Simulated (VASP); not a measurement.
# Tl2B6Te (I4mm) in VASP: single point with PBE

Aim: the single point of Tl2B6Te with PBE.

Everything below comes from runs of VASP 6.6.1. Logs are shortened: lines on timing, memory, paths and dates and some standing lists are left out, and cuts for length are marked.

### Step 1. The cell of the first run

It takes space group I4mm (No. 107, tetragonal). The conventional cell has a = 4.952 Å, b = 4.952 Å, c = 12.434 Å, α = 90.00°, β = 90.00°, γ = 90.00°. Tl (site symmetry 2mm) has 12 B at 3.06 to 3.67 Å and 4 Tl at 3.50 Å and 2 Te at 3.74 Å within 4.0 Å. Within 2.5 Å of B (site symmetry m) lie 5 B at 1.71 to 2.42 Å and 1 Te at 2.32 Å. Within 2.3 Å of B (site symmetry 4mm) lie 4 B at 1.73 Å. Within 2.3 Å of B (site symmetry 4mm) lie 4 B at 1.73 Å. Within 3.1 Å of Te (site symmetry 4mm) lie 4 B at 2.32 Å.

### Step 2. Single point, PBE

File INCAR:

```
SYSTEM = Tl2B6Te
ALGO = Normal
EDIFF = 1E-7
ENCUT = 520
GGA = PE
ISIF = 2
ISMEAR = 0
LASPH = .True.
LCHARG = .True.
LELF = .True.
LREAL = .False.
LVHAR = .True.
LWAVE = .False.
NBANDS = 35
NELM = 80
PREC = Accurate
SIGMA = 0.1
```

File KPOINTS:

```
k-points
0
Gamma
  10 10 10
  0 0 0
```

File POSCAR:

```
Tl2B6Te
1.0
   -2.4761824692      2.4761824692      6.2169513509
    2.4761824692     -2.4761824692      6.2169513509
    2.4761824692      2.4761824692     -6.2169513509
Tl B Te
2 6 1
Direct
    0.2509308275      0.7509308275      0.5000000000
    0.7509308275      0.2509308275      0.5000000000
    0.3228755841      0.6678184042      0.0000000000
    0.6678184042      0.3228755841      0.0000000000
    0.5948178417      0.5948178417      0.0000000000
    0.3958264148      0.3958264148      0.0000000000
    0.6678184042      0.6678184042      0.3449428201
    0.3228755841      0.3228755841      0.6550571799
    0.0257911587      0.0257911587      0.0000000000
```

Potentials or basis: VASP PAW PBE potentials, release 64 (Tl_d, B, Te).

Launch:

```console
$ cat potpaw_PBE.64/Tl_d/POTCAR potpaw_PBE.64/B/POTCAR potpaw_PBE.64/Te/POTCAR > POTCAR
$ mpirun -np 1 vasp_std > vasp.out
```

OUTCAR:

```text
SYSTEM = Tl2B6Te
   EDIFF = 1E-7
   ENCUT = 520
   GGA = PE
   ISIF = 2
   ISMEAR = 0
   LASPH = .True.
   LREAL = .False.
   NELM = 80
   PREC = Accurate

 ion  position               nearest neighbor table
   1  0.251  0.751  0.500-   6 3.06   6 3.06   5 3.15   5 3.15   2 3.50   2 3.50   2 3.50   2 3.50
                             9 3.74   9 3.74
   2  0.751  0.251  0.500-   6 3.06   6 3.06   5 3.15   5 3.15   1 3.50   1 3.50   1 3.50   1 3.50
                             9 3.74   9 3.74
   3  0.323  0.668  0.000-   7 1.71   8 1.71   5 1.73   6 1.73   9 2.32
   4  0.668  0.323  0.000-   7 1.71   8 1.71   5 1.73   6 1.73   9 2.32
   5  0.595  0.595  0.000-   3 1.73   4 1.73   7 1.73   8 1.73   1 3.15   2 3.15   1 3.15   2 3.15

   6  0.396  0.396  0.000-   3 1.73   4 1.73   7 1.73   8 1.73   1 3.06   2 3.06   1 3.06   2 3.06

   7  0.668  0.668  0.345-   3 1.71   4 1.71   5 1.73   6 1.73   9 2.32
   8  0.323  0.323  0.655-   3 1.71   4 1.71   5 1.73   6 1.73   9 2.32
   9  0.026  0.026  0.000-   8 2.32   3 2.32   4 2.32   7 2.32   2 3.74   1 3.74   2 3.74   1 3.74

  LATTYP: Found a body centered tetragonal cell.
 ALAT       =     4.9523649384
 C/A-ratio  =     2.5107000103

  Lattice vectors:

 A1 = (  -2.4761824692,   2.4761824692,   6.2169513509)
 A2 = (   2.4761824692,  -2.4761824692,   6.2169513509)
 A3 = (   2.4761824692,   2.4761824692,  -6.2169513509)

Analysis of symmetry for initial positions (statically):
=====================================================================
 Subroutine PRICEL returns:
 Original cell was already a primitive cell.

 Routine SETGRP: Setting up the symmetry group for a
 body centered tetragonal supercell.

 Subroutine GETGRP returns: Found  8 space group operations
 (whereof  8 operations were pure point group operations)
 out of a pool of 16 trial point group operations.

The static configuration has the point symmetry C_4v.

Analysis of symmetry for dynamics (positions and initial velocities):
=====================================================================
 Subroutine PRICEL returns:
 Original cell was already a primitive cell.

 Routine SETGRP: Setting up the symmetry group for a
 body centered tetragonal supercell.

 Subroutine GETGRP returns: Found  8 space group operations
 (whereof  8 operations were pure point group operations)
 out of a pool of 16 trial point group operations.

The dynamic configuration has the point symmetry C_4v.

 Subroutine INISYM returns: Found  8 space group operations
 (whereof  8 operations are pure point group operations),
 and found     1 'primitive' translations

----------------------------------------------------------------------------------------

                                     Primitive cell

  volume of cell :     152.4764

  direct lattice vectors                    reciprocal lattice vectors
    -2.476182469  2.476182469  6.216951351     0.000000000  0.201923730  0.080425271
     2.476182469 -2.476182469  6.216951351     0.201923730  0.000000000  0.080425271
     2.476182469  2.476182469 -6.216951351     0.201923730  0.201923730  0.000000000

  length of vectors
     7.135365677  7.135365677  7.135365677     0.217350907  0.217350907  0.285563277

  position of ions in fractional coordinates (direct lattice)
     0.250930827  0.750930827  0.500000000
     0.750930827  0.250930827  0.500000000
     0.322875584  0.667818404  0.000000000
     0.667818404  0.322875584  0.000000000
     0.594817842  0.594817842  0.000000000
     0.395826415  0.395826415  0.000000000
     0.667818404  0.667818404  0.344942820
     0.322875584  0.322875584  0.655057180
     0.025791159  0.025791159  0.000000000

  ion indices of the primitive-cell ions
   primitive index   ion index
                 1           1
                 2           2
                 3           3
                 4           4
                 5           5
                 6           6
                 7           7
                 8           8
                 9           9

----------------------------------------------------------------------------------------

 KPOINTS: k-points

Automatic generation of k-mesh.
 Grid dimensions read from file:
 generate k-points for:   10   10   10

 Generating k-lattice:

  Cartesian coordinates                     Fractional coordinates (reciprocal lattice)
     0.000000000  0.020192373  0.008042527     0.100000000  0.000000000  0.000000000
     0.020192373  0.000000000  0.008042527     0.000000000  0.100000000  0.000000000
     0.020192373  0.020192373  0.000000000     0.000000000  0.000000000  0.100000000

  Length of vectors
     0.021735091  0.021735091  0.028556328

  Shift w.r.t. Gamma in fractional coordinates (k-lattice)
     0.000000000  0.000000000  0.000000000

 Subroutine IBZKPT returns following result:
 ===========================================

 Found    102 irreducible k-points:

 Following reciprocal coordinates:
            Coordinates               Weight
  0.000000  0.000000  0.000000      1.000000
  0.100000  0.000000 -0.000000      8.000000
  0.200000  0.000000 -0.000000      8.000000
  0.300000  0.000000 -0.000000      8.000000
  0.400000  0.000000 -0.000000      8.000000
  0.500000  0.000000 -0.000000      4.000000
[... 16 lines left out ...]
  0.300000  0.300000 -0.000000      8.000000
  0.400000  0.300000 -0.000000     16.000000
 [... further k-points ...]
   k-points           NKPTS =    102   k-points in BZ     NKDIM =    102   number of bands    NBANDS=     35
   number of dos      NEDOS =    301   number of ions     NIONS =      9
   total plane-waves  NPLWV = 157464
   dimension x,y,z NGX =    54 NGY =   54 NGZ =   54
   dimension x,y,z NGXF=   108 NGYF=  108 NGZF=  108
   ions per type =               2   6   1
   NGX,Y,Z   is equivalent  to a cutoff of  12.58, 12.58, 12.58 a.u.
   NGXF,Y,Z  is equivalent  to a cutoff of  25.16, 25.16, 25.16 a.u.
 SYSTEM =  Tl2B6Te
   PREC   = accura    normal or accurate (medium, high low for compatibility)
   ISTART =      0    job   : 0-new  1-cont  2-samecut
   ICHARG =      2    charge: 1-file 2-atom 10-const
   ISPIN  =      1    spin polarized calculation?
   LNONCOLLINEAR =      F non collinear calculations
   LSORBIT =      F    spin-orbit coupling
   LASPH  =      T    aspherical Exc in radial PAW
   ENCUT  =  520.0 eV  38.22 Ry    6.18 a.u.  13.27 13.27 13.27*2*pi/ulx,y,z
   NELM   =     80;   NELMIN=  2; NELMDL= -5     # of ELM steps
   EDIFF  = 0.1E-06   stopping-criterion for ELM
   LREAL  =      F    real-space projection
   EDIFFG = 0.1E-05   stopping-criterion for IOM
   NSW    =      0    number of steps for IOM
   IBRION =     -1    ionic relax: 0-MD 1-quasi-New 2-CG
   NFREE  =      0    steps in history (QN), initial steepest desc. (CG)
   ISIF   =      2    stress and relaxation
   ISYM   =      2    0-nonsym 1-usesym 2-fastsym
   POTIM  = 0.5000    time-step for ionic-motion
   TEBEG  =    0.0;   TEEND  =   0.0 temperature during run
   PSTRESS=    0.0 pullay stress
   NELECT =      50.0000    total number of electrons
   NUPDOWN=      -1.0000    fix difference up-down
   EMIN   =  10.00;   EMAX   =-10.00  energy-range for DOS
   EFERMI =   0.00;   METHOD = LEGACY
   ISMEAR =     0;   SIGMA  =   0.10  broadening in eV -4-tet -1-fermi 0-gaus
   EFERMI_NEDOS =   21; number of points for ismear=-14 and -15
   IALGO  =     38    algorithm
   IMIX   =      4    mixing-type and parameters
     AMIX     =   0.40;   BMIX     =  1.00
     AMIX_MAG =   1.60;   BMIX_MAG =  1.00
  volume/ion in A,a.u.               =      16.94       114.33
  Fermi-wavevector in a.u.,A,eV,Ry     =   1.128922  2.133353 17.340146  1.274465
  Thomas-Fermi vector in A             =   2.265614
   LORBIT       =      0    0 simple, 1 ext, 2 COOP (PROOUT), +10 PAW based schemes
   GGA     = PE    functional components
   LHFCALC =     F    Hartree Fock is set to
   AEXX    =    0.0000 exact exchange contribution
   IVDW    =     0    specifies the selected vdW correction
   LEPSILON=     F    determine dielectric tensor
   LRPA    =     F    only Hartree local field effects (RPA)
 non-spin polarized calculation
 Gauss-broadening in eV      SIGMA  =   0.10
  energy-cutoff  :      520.00
  volume of cell :      152.48
 maximum number of plane-waves:      4126
 NGX is ok and might be reduce to    54
   NGX = 27   NGY = 27   NGZ = 27

 number of electron      50.0000000 magnetization

 Free energy of the ion-electron system (eV)
  ---------------------------------------------------
  ext. energy  EPLUGINS =         0.00000000
  ---------------------------------------------------
  free energy    TOTEN  =       -42.06521968 eV

  energy without entropy =      -42.05656803  energy(sigma->0) =      -42.06089385

 E-fermi :   5.1681     XC(G=0):  -9.7923

 val. band max:        5.1542565117   @ k =  -0.3000   0.5000   0.1000
 cond. band min:       5.1719782203   @ k =  -0.2000   0.3000   0.1000
 fundamental gap:      0.0177217086
 Fermi energy:         5.1681050688

 k-point     1 :       0.0000    0.0000    0.0000
  band No.  band energies     occupation
      1      -9.9398      2.00000
      2      -7.1252      2.00000
      3      -6.5449      2.00000
      4      -6.4278      2.00000
      5      -6.3544      2.00000
      6      -6.3160      2.00000
[... 27 lines left out ...]
     34       9.7774      0.00000
     35      11.2794      0.00000

 k-point     2 :       0.1000    0.0000   -0.0000
  band No.  band energies     occupation
      1      -9.9223      2.00000
      2      -7.1617      2.00000
      3      -6.5313      2.00000
      4      -6.4165      2.00000
      5      -6.3470      2.00000
      6      -6.3112      2.00000
[... 27 lines left out ...]
     34       9.8910      0.00000
     35      11.0740      0.00000
[... 796 lines left out ...]
     34      10.2257      0.00000
     35      10.6008      0.00000

 k-point    24 :       0.4000    0.3000   -0.0000
  band No.  band energies     occupation
      1      -9.7006      2.00000
      2      -7.3027      2.00000
      3      -6.4201      2.00000
      4      -6.3332      2.00000
      5      -6.3287      2.00000
      6      -6.2720      2.00000
[... 27 lines left out ...]
     34      10.0413      0.00000
     35      11.2386      0.00000

 [... further k-points ...]
[... 5 lines left out ...]
  --------------------------------------------------------------------------------------
  -------------------------------------------------------------------------------------
  Total        0.0594406      0.0594406      0.0182228      0.0000000     -0.0000000      0.0000000
  in kB        0.6245846      0.6245846      0.1914800      0.0000000     -0.0000000      0.0000000
  external PRESSURE =       0.4802164 kB  Pullay stress =       0.0000000 kB

 VOLUME and BASIS-vectors are now :
 -----------------------------------------------------------------------------
  energy-cutoff  :      520.00
  volume of cell :      152.48
      direct lattice vectors                 reciprocal lattice vectors
    -2.476182469  2.476182469  6.216951351     0.000000000  0.201923730  0.080425271
     2.476182469 -2.476182469  6.216951351     0.201923730  0.000000000  0.080425271
     2.476182469  2.476182469 -6.216951351     0.201923730  0.201923730  0.000000000

 POSITION                                       TOTAL-FORCE (eV/Angst)
 -----------------------------------------------------------------------------------
      2.47618      0.00000      3.12005         0.000000      0.000000     -0.001529
      0.00000      2.47618      3.12005         0.000000      0.000000     -0.001529
      0.85414     -0.85414      6.15910         0.009568     -0.009568      0.002171
     -0.85414      0.85414      6.15910        -0.009568      0.009568      0.002171
      0.00000      0.00000      7.39591        -0.000000     -0.000000      0.027340
      0.00000      0.00000      4.92167        -0.000000     -0.000000     -0.033092
      0.85414      0.85414      6.15910         0.009568      0.009568      0.002171
      1.62204      1.62204     -0.05786        -0.009568     -0.009568      0.002171
      0.00000      0.00000      0.32068        -0.000000     -0.000000      0.000126
 -----------------------------------------------------------------------------------
    total drift:                                0.000000      0.000000     -0.000111

  FREE ENERGIE OF THE ION-ELECTRON SYSTEM (eV)
  ---------------------------------------------------
  free  energy   TOTEN  =       -42.0652196797 eV

  energy  without entropy=      -42.0565680273  energy(sigma->0) =      -42.06089385
```

It took 17 min on 1 thread of Intel Xeon Platinum 8488C (Sapphire Rapids), shared host; peak memory 0.72 GiB.

What came out:

| Quantity | Value |
| --- | --- |
| Free energy | -42.0652 eV |
| Pressure | 0.0 GPa |
| Largest force | 0.033 eV/Å |
| Band gap on the k mesh | zero (bands 25 and 26 overlap by 2.07 eV) |

Forces in eV/Å, atoms in the order of the input:
```
Tl   0.000  0.000 -0.002
Tl   0.000  0.000 -0.002
B    0.010 -0.010  0.002
B   -0.010  0.010  0.002
B    0.000  0.000  0.027
B    0.000  0.000 -0.033
B    0.010  0.010  0.002
B   -0.010 -0.010  0.002
Te   0.000  0.000  0.000
```

Caveat: spin-orbit coupling is left out, which moves the levels of the heavy elements.
